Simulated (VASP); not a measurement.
# Ir (P6_3/mmc) in VASP: further runs

The runs below take Ir through single point, with PBEsol.

Program: VASP 6.6.1. These are calculated values, not measurements. Logs are shortened: lines on timing, memory, paths and dates and some standing lists are left out, and cuts for length are marked.

## 1. The cell of the first run

It takes space group P6_3/mmc (No. 194, hexagonal). The conventional cell has a = 2.719 Å, b = 2.719 Å, c = 4.408 Å, α = 90.00°, β = 90.00°, γ = 120.00°. Within 3.6 Å of Ir (site symmetry -6m2) lie 12 Ir at 2.71 to 2.72 Å.

This isn't the form of Ir at room conditions, which is fcc.

## 2. Single point, PBEsol, collinear spin (14.11 Å³/atom)

INCAR

```
PREC = Accurate ; ENCUT = 560
EDIFF = 1E-6 ; ISMEAR = 0
SIGMA = 0.15 ; LREAL = F
LASPH = T ; NELM = 200
ALGO = Normal ; ISIF = 2
LWAVE = F ; LCHARG = T
ISPIN = 2 ; MAGMOM = 0.4 0.4
LORBIT = 11 ; NUPDOWN = 0.8
LMAXMIX = 4 ; GGA = PS
LELF = T ; LVHAR = T
NBANDS = 28 ; GGA_COMPAT = F
```

KPOINTS

```
regular mesh
0
Gamma
  21 21 12
```

POSCAR

```
Ir
1.0
    2.7188340441      0.0000000000      0.0000000000
   -1.3594170221      2.3545793509      0.0000000000
    0.0000000000      0.0000000000      4.4080676386
Ir
2
Direct
    0.6666666667      0.3333333333      0.7500000000
    0.3333333333      0.6666666667      0.2500000000
```

Potentials or basis: VASP PAW PBE potentials, release 64 (Ir_sv_GW).

Started as:

```
cat potpaw_PBE.64/Ir_sv_GW/POTCAR > POTCAR
mpirun -np 1 vasp_std > vasp.out
```

OUTCAR:

```text
PREC = Accurate
   ENCUT = 560
   EDIFF = 1E-6
   ISMEAR = 0
   LREAL = F
   LASPH = T
   NELM = 200
   ISIF = 2
   ISPIN = 2
   LORBIT = 11
   NUPDOWN = 0.8
   GGA = PS

 ion  position               nearest neighbor table
   1  0.667  0.333  0.750-   2 2.71   2 2.71   2 2.71   2 2.71   2 2.71   2 2.71
   2  0.333  0.667  0.250-   1 2.71   1 2.71   1 2.71   1 2.71   1 2.71   1 2.71

  LATTYP: Found a hexagonal cell.
 ALAT       =     2.7188340441
 C/A-ratio  =     1.6213080928

  Lattice vectors:

 A1 = (   2.7188340441,   0.0000000000,   0.0000000000)
 A2 = (  -1.3594170221,   2.3545793509,   0.0000000000)
 A3 = (   0.0000000000,   0.0000000000,   4.4080676386)

Analysis of symmetry for initial positions (statically):
=====================================================================
 Subroutine PRICEL returns:
 Original cell was already a primitive cell.

 Routine SETGRP: Setting up the symmetry group for a
 hexagonal supercell.

 Subroutine GETGRP returns: Found 24 space group operations
 (whereof 12 operations were pure point group operations)
 out of a pool of 24 trial point group operations.

The static configuration has the point symmetry D_3d.
 The point group associated with its full space group is D_6h.

Analysis of symmetry for dynamics (positions and initial velocities):
=====================================================================
 Subroutine PRICEL returns:
 Original cell was already a primitive cell.

 Routine SETGRP: Setting up the symmetry group for a
 hexagonal supercell.

 Subroutine GETGRP returns: Found 24 space group operations
 (whereof 12 operations were pure point group operations)
 out of a pool of 24 trial point group operations.

The dynamic configuration has the point symmetry D_3d.
 The point group associated with its full space group is D_6h.

Analysis of structural, dynamic, and magnetic symmetry:
=====================================================================
 Subroutine PRICEL returns:
 Original cell was already a primitive cell.

 Routine SETGRP: Setting up the symmetry group for a
 hexagonal supercell.

 Subroutine GETGRP returns: Found 24 space group operations
 (whereof 12 operations were pure point group operations)
 out of a pool of 24 trial point group operations.

The overall configuration has the point symmetry D_3d.
 The point group associated with its full space group is D_6h.

 Subroutine INISYM returns: Found 24 space group operations
 (whereof 12 operations are pure point group operations),
 and found     1 'primitive' translations

----------------------------------------------------------------------------------------

                                     Primitive cell

  volume of cell :      28.2192

  direct lattice vectors                    reciprocal lattice vectors
     2.718834044  0.000000000  0.000000000     0.367804722  0.212352155  0.000000000
    -1.359417022  2.354579351  0.000000000     0.000000000  0.424704311  0.000000000
     0.000000000  0.000000000  4.408067639     0.000000000  0.000000000  0.226856773

  length of vectors
     2.718834044  2.718834044  4.408067639     0.424704311  0.424704311  0.226856773

  position of ions in fractional coordinates (direct lattice)
     0.666666667  0.333333333  0.750000000
     0.333333333  0.666666667  0.250000000

  ion indices of the primitive-cell ions
   primitive index   ion index
                 1           1
                 2           2

----------------------------------------------------------------------------------------

 KPOINTS: regular mesh

Automatic generation of k-mesh.
 Grid dimensions read from file:
 generate k-points for:   21   21   12

 Generating k-lattice:

  Cartesian coordinates                     Fractional coordinates (reciprocal lattice)
     0.017514511  0.010112007  0.000000000     0.047619048  0.000000000  0.000000000
     0.000000000  0.020224015  0.000000000     0.000000000  0.047619048  0.000000000
     0.000000000  0.000000000  0.018904731     0.000000000  0.000000000  0.083333333

  Length of vectors
     0.020224015  0.020224015  0.018904731

  Shift w.r.t. Gamma in fractional coordinates (k-lattice)
     0.000000000  0.000000000  0.000000000

 Subroutine IBZKPT returns following result:
 ===========================================

 Found    336 irreducible k-points:

 Following reciprocal coordinates:
            Coordinates               Weight
  0.000000  0.000000  0.000000      1.000000
  0.047619 -0.000000  0.000000      6.000000
  0.095238  0.000000  0.000000      6.000000
  0.142857  0.000000  0.000000      6.000000
  0.190476  0.000000  0.000000      6.000000
  0.238095  0.000000  0.000000      6.000000
[... 16 lines left out ...]
  0.142857  0.095238  0.000000     12.000000
  0.190476  0.095238  0.000000     12.000000
 [... further k-points ...]
   k-points           NKPTS =    336   k-points in BZ     NKDIM =    336   number of bands    NBANDS=     28
   number of dos      NEDOS =    301   number of ions     NIONS =      2
   total plane-waves  NPLWV =  20736
   dimension x,y,z NGX =    24 NGY =   24 NGZ =   36
   dimension x,y,z NGXF=    48 NGYF=   48 NGZF=   72
   ions per type =               2
   NGX,Y,Z   is equivalent  to a cutoff of  14.68, 14.68, 13.58 a.u.
   NGXF,Y,Z  is equivalent  to a cutoff of  29.35, 29.35, 27.15 a.u.
 SYSTEM =  unknown system
   PREC   = accura    normal or accurate (medium, high low for compatibility)
   ISTART =      0    job   : 0-new  1-cont  2-samecut
   ICHARG =      2    charge: 1-file 2-atom 10-const
   ISPIN  =      2    spin polarized calculation?
   LNONCOLLINEAR =      F non collinear calculations
   LSORBIT =      F    spin-orbit coupling
   LASPH  =      T    aspherical Exc in radial PAW
   ENCUT  =  560.0 eV  41.16 Ry    6.42 a.u.   5.25  5.25  8.51*2*pi/ulx,y,z
   NELM   =    200;   NELMIN=  2; NELMDL= -5     # of ELM steps
   EDIFF  = 0.1E-05   stopping-criterion for ELM
   LREAL  =      F    real-space projection
   EDIFFG = 0.1E-04   stopping-criterion for IOM
   NSW    =      0    number of steps for IOM
   IBRION =     -1    ionic relax: 0-MD 1-quasi-New 2-CG
   NFREE  =      0    steps in history (QN), initial steepest desc. (CG)
   ISIF   =      2    stress and relaxation
   ISYM   =      2    0-nonsym 1-usesym 2-fastsym
   POTIM  = 0.5000    time-step for ionic-motion
   TEBEG  =    0.0;   TEEND  =   0.0 temperature during run
   PSTRESS=    0.0 pullay stress
   NELECT =      34.0000    total number of electrons
   NUPDOWN=       0.8000    fix difference up-down
   EMIN   =  10.00;   EMAX   =-10.00  energy-range for DOS
   EFERMI =   0.00;   METHOD = LEGACY
   ISMEAR =     0;   SIGMA  =   0.15  broadening in eV -4-tet -1-fermi 0-gaus
   EFERMI_NEDOS =   21; number of points for ismear=-14 and -15
   IALGO  =     38    algorithm
   IMIX   =      4    mixing-type and parameters
     AMIX     =   0.40;   BMIX     =  1.00
     AMIX_MAG =   1.60;   BMIX_MAG =  1.00
  volume/ion in A,a.u.               =      14.11        95.22
  Fermi-wavevector in a.u.,A,eV,Ry     =   1.742020  3.291940 41.288680  3.034632
  Thomas-Fermi vector in A             =   2.814365
   LORBIT       =     11    0 simple, 1 ext, 2 COOP (PROOUT), +10 PAW based schemes
   GGA     = PS    functional components
   LHFCALC =     F    Hartree Fock is set to
   AEXX    =    0.0000 exact exchange contribution
   IVDW    =     0    specifies the selected vdW correction
   LEPSILON=     F    determine dielectric tensor
   LRPA    =     F    only Hartree local field effects (RPA)
 spin polarized calculation
 Gauss-broadening in eV      SIGMA  =   0.15
  energy-cutoff  :      560.00
  volume of cell :       28.22
 maximum number of plane-waves:       867
 NGX is ok and might be reduce to    24
   NGX = 11   NGY = 11   NGZ = 17

 number of electron      34.0000000 magnetization       0.8000000

 Free energy of the ion-electron system (eV)
  ---------------------------------------------------
  ext. energy  EPLUGINS =         0.00000000
  ---------------------------------------------------
  free energy    TOTEN  =       -20.56902266 eV

  energy without entropy =      -20.54165226  energy(sigma->0) =      -20.55533746

 E-fermi :  12.6712     XC(G=0): -14.7204

 val. band max:       13.0903273193   @ k =   0.1429   0.0000   0.2500
 cond. band min:      12.6749426287   @ k =   0.1905   0.1429   0.0000
 fundamental gap:     -0.4153846906
 Fermi energy:        13.0924770004

 spin component 1

 k-point     1 :       0.0000    0.0000    0.0000
  band No.  band energies     occupation
      1     -80.3186      1.00000
      2     -80.2508      1.00000
      3     -37.5454      1.00000
      4     -36.8390      1.00000
      5     -36.8390      1.00000
      6     -36.7356      1.00000
[... 20 lines left out ...]
     27      34.6440      0.00000
     28      34.6440      0.00000
[... 683 lines left out ...]
 k-point    24 :       0.1905    0.0952    0.0000
  band No.  band energies     occupation
      1     -80.2886      1.00000
      2     -80.2378      1.00000
      3     -37.4022      1.00000
      4     -37.1175      1.00000
      5     -37.0487      1.00000
      6     -36.9179      1.00000
[... 20 lines left out ...]
     27      33.2685      0.00000
     28      35.5059      0.00000

 [... further k-points ...]

 spin component 2

 k-point     1 :       0.0000    0.0000    0.0000
  band No.  band energies     occupation
      1     -80.1051      1.00000
      2     -80.0374      1.00000
      3     -37.2754      1.00000
      4     -36.5824      1.00000
      5     -36.5824      1.00000
      6     -36.4649      1.00000
[... 20 lines left out ...]
     27      34.7583      0.00000
     28      34.7583      0.00000
[... 683 lines left out ...]
 k-point    24 :       0.1905    0.0952    0.0000
  band No.  band energies     occupation
      1     -80.0751      1.00000
      2     -80.0244      1.00000
      3     -37.1315      1.00000
      4     -36.8620      1.00000
      5     -36.7930      1.00000
      6     -36.6616      1.00000
[... 20 lines left out ...]
     27      33.3782      0.00000
     28      35.6458      0.00000

 [... further k-points ...]

------------------------ aborting loop because EDIFF is reached ----------------------------------------

  FORCE on cell =-STRESS in cart. coord.  units (eV):
  Direction    XX          YY          ZZ          XY          YZ          ZX
  --------------------------------------------------------------------------------------
  -------------------------------------------------------------------------------------
  Total       -0.0287321     -0.0287321     -0.1425140      0.0000000      0.0000000     -0.0000000
  in kB       -1.6312974     -1.6312974     -8.0914047      0.0000000      0.0000000     -0.0000000
  external PRESSURE =      -3.7846665 kB  Pullay stress =       0.0000000 kB

 VOLUME and BASIS-vectors are now :
 -----------------------------------------------------------------------------
  energy-cutoff  :      560.00
  volume of cell :       28.22
      direct lattice vectors                 reciprocal lattice vectors
     2.718834044  0.000000000  0.000000000     0.367804722  0.212352155  0.000000000
    -1.359417022  2.354579351  0.000000000     0.000000000  0.424704311  0.000000000
     0.000000000  0.000000000  4.408067639     0.000000000  0.000000000  0.226856773

 POSITION                                       TOTAL-FORCE (eV/Angst)
 -----------------------------------------------------------------------------------
      1.35942      0.78486      3.30605         0.000000     -0.000000      0.000000
     -0.00000      1.56972      1.10202        -0.000000      0.000000      0.000000
 -----------------------------------------------------------------------------------
    total drift:                               -0.000000      0.000000     -0.000000

  FREE ENERGIE OF THE ION-ELECTRON SYSTEM (eV)
  ---------------------------------------------------
  free  energy   TOTEN  =       -20.5690226618 eV

  energy  without entropy=      -20.5416522588  energy(sigma->0) =      -20.55533746

 total charge

# of ion       s       p       d       f       tot
--------------------------------------------------
    1        4.032   6.113   6.300   0.025  16.470
    2        4.032   6.113   6.300   0.025  16.470
--------------------------------------------------
tot          8.064  12.225  12.600   0.051  32.941

 magnetization (x)

# of ion       s       p       d       f       tot
--------------------------------------------------
    1        0.019   0.002   0.381   0.001   0.404
    2        0.019   0.002   0.381   0.001   0.404
--------------------------------------------------
tot          0.039   0.005   0.762   0.003   0.808
```

Run time: 3.7 min. Hardware: 1 thread of Intel Xeon Platinum 8559C (Emerald Rapids), shared host; peak memory 0.49 GiB.

What came out:

* Free energy: -20.5690 eV
* Pressure: -0.4 GPa
* Net moment: 0.80 μB per cell
* Site moments: Ir +0.40 μB
* Valence electrons inside the program's atomic spheres: Ir 16.47

Stress tensor (GPa, compression positive):
```
-0.16  0.00  0.00
 0.00 -0.16  0.00
 0.00  0.00 -0.81
```

Caveat: the PAW data sets were made with another functional, which shifts forces and pressure a little; spin-orbit coupling is left out, which moves the levels of the heavy elements; the total moment is fixed, so each spin has its own Fermi level and the state may be an excited one.

## 3. Single point, PBEsol, collinear spin (14.11 Å³/atom)

INCAR

```
ALGO     = Normal         # electronic algorithm
EDIFF    = 1E-6           # SCF threshold, eV
ENCUT    = 560            # plane-wave cutoff, eV
GGA      = PS             # functional
GGA_COMPAT= False        
ISIF     = 2              # what is computed and relaxed
ISMEAR   = 0              # smearing method
ISPIN    = 2              # spin polarisation
LASPH    = True           # aspherical terms in the spheres
LCHARG   = True           # write CHGCAR
LELF     = True           # ELF
LMAXMIX  = 4              # l up to which the mixer works
LORBIT   = 11             # projections on sites
LREAL    = False          # projectors in reciprocal space
LVHAR    = True         
LWAVE    = False          # write WAVECAR
MAGMOM   = 0.3 0.3        # initial moments
NBANDS   = 28             # bands
NELM     = 200            # most SCF steps
NUPDOWN  = 0.6            # fixed moment
PREC     = Accurate       # precision mode
SIGMA    = 0.15           # smearing width, eV
```

KPOINTS

```
k-points
0
Gamma
  21 21 12
```

POSCAR is that of step 2.

Potentials or basis: VASP PAW PBE potentials, release 64 (Ir_sv_GW).

Started as:

```
cat potpaw_PBE.64/Ir_sv_GW/POTCAR > POTCAR
mpirun -np 1 vasp_std > vasp.out
```

It took 4.2 min on 1 thread of Intel Xeon 6975P-C (Granite Rapids), shared host; peak memory 0.48 GiB.

Results (log left out):

```
Free energy                                           : -20.6059 eV
Pressure                                              : -1.0 GPa
Net moment                                            : 0.60 μB per cell
Site moments                                          : Ir +0.30 μB
Valence electrons inside the program's atomic spheres : Ir 16.47
```

Stress tensor (GPa, compression positive):
```
-0.82  0.00  0.00
 0.00 -0.82  0.00
 0.00  0.00 -1.32
```

Caveat: the PAW data sets were made with another functional, which shifts forces and pressure a little; spin-orbit coupling is left out, which moves the levels of the heavy elements; the total moment is fixed, so each spin has its own Fermi level and the state may be an excited one.

## 4. Single point, PBEsol, collinear spin (14.11 Å³/atom)

INCAR

```
ALGO = Normal ; EDIFF = 1E-6
ENCUT = 560 ; GGA = PS
GGA_COMPAT = F ; ISIF = 2
ISMEAR = 0 ; ISPIN = 2
LASPH = T ; LCHARG = F
LMAXMIX = 4 ; LORBIT = 11
LREAL = F ; LWAVE = F
MAGMOM = 0.7 0.7 ; NBANDS = 28
NELM = 200 ; NUPDOWN = 1.4
PREC = Accurate ; SIGMA = 0.15
```

KPOINTS is that of step 3.

POSCAR is that of step 3.

Potentials or basis: VASP PAW PBE potentials, release 64 (Ir_sv_GW).

Started as:

```
cat potpaw_PBE.64/Ir_sv_GW/POTCAR > POTCAR
mpirun -np 1 vasp_std > vasp.out
```

OUTCAR:

```text
EDIFF = 1E-6
   ENCUT = 560
   GGA = PS
   ISIF = 2
   ISMEAR = 0
   ISPIN = 2
   LASPH = T
   LORBIT = 11
   LREAL = F
   NELM = 200
   NUPDOWN = 1.4
   PREC = Accurate

 ion  position               nearest neighbor table
   1  0.667  0.333  0.750-   2 2.71   2 2.71   2 2.71   2 2.71   2 2.71   2 2.71
   2  0.333  0.667  0.250-   1 2.71   1 2.71   1 2.71   1 2.71   1 2.71   1 2.71

  LATTYP: Found a hexagonal cell.
 ALAT       =     2.7188340441
 C/A-ratio  =     1.6213080928
[... 1710 lines left out ...]
  external PRESSURE =      24.4431789 kB  Pullay stress =       0.0000000 kB

 VOLUME and BASIS-vectors are now :
 -----------------------------------------------------------------------------
  energy-cutoff  :      560.00
  volume of cell :       28.22
      direct lattice vectors                 reciprocal lattice vectors
     2.718834044  0.000000000  0.000000000     0.367804722  0.212352155  0.000000000
    -1.359417022  2.354579351  0.000000000     0.000000000  0.424704311  0.000000000
     0.000000000  0.000000000  4.408067639     0.000000000  0.000000000  0.226856773

 POSITION                                       TOTAL-FORCE (eV/Angst)
 -----------------------------------------------------------------------------------
      1.35942      0.78486      3.30605        -0.000000     -0.000000      0.000000
     -0.00000      1.56972      1.10202         0.000000      0.000000      0.000000
 -----------------------------------------------------------------------------------
    total drift:                               -0.000000      0.000000     -0.000000

  FREE ENERGIE OF THE ION-ELECTRON SYSTEM (eV)
  ---------------------------------------------------
  free  energy   TOTEN  =       -20.3939728059 eV

  energy  without entropy=      -20.3676859831  energy(sigma->0) =      -20.38082939

 total charge

# of ion       s       p       d       f       tot
--------------------------------------------------
    1        4.033   6.112   6.303   0.025  16.474
    2        4.033   6.112   6.303   0.025  16.474
--------------------------------------------------
tot          8.067  12.225  12.606   0.050  32.948

 magnetization (x)

# of ion       s       p       d       f       tot
--------------------------------------------------
    1        0.034   0.004   0.666   0.002   0.707
    2        0.034   0.004   0.666   0.002   0.707
--------------------------------------------------
tot          0.069   0.008   1.332   0.005   1.414
```

Wall time 3.3 min (1 thread of Intel Xeon 6975P-C (Granite Rapids), shared host); peak memory 0.49 GiB.

Results:

```yaml
Free_energy: -20.3940 eV
Pressure: 2.4 GPa
Net_moment: 1.40 μB per cell
Site_moments: Ir +0.71 μB
Valence_electrons_inside_the_program's_atomic_spheres: Ir 16.47
```

Stress tensor (GPa, compression positive):
```
2.61 0.00 0.00
0.00 2.61 0.00
0.00 0.00 2.12
```

Caveat: the PAW data sets were made with another functional, which shifts forces and pressure a little; spin-orbit coupling is left out, which moves the levels of the heavy elements; the total moment is fixed, so each spin has its own Fermi level and the state may be an excited one.

## 5. Summary

| fixed moment (μB) | pressure (GPa) | moment (μB) |
| --- | --- | --- |
| 0.8 | -0.4 | 0.80 |
| 0.6 | -1.0 | 0.60 |
| 1.4 | 2.4 | 1.40 |

Alike in all rows: task single point; level PBEsol; potentials or basis VASP PAW PBE potentials, release 64 (Ir_sv_GW); spin collinear; cell as given; k mesh 21 × 21 × 12; cutoff (eV) 560; smearing gaussian 0.15 eV.

Caveats: the PAW data sets were made with another functional, which shifts forces and pressure a little; spin-orbit coupling is left out, which moves the levels of the heavy elements; the total moment is fixed, so each spin has its own Fermi level and the state may be an excited one.

Total energies depend on the potentials used, so only differences within one code and one set of settings carry meaning.
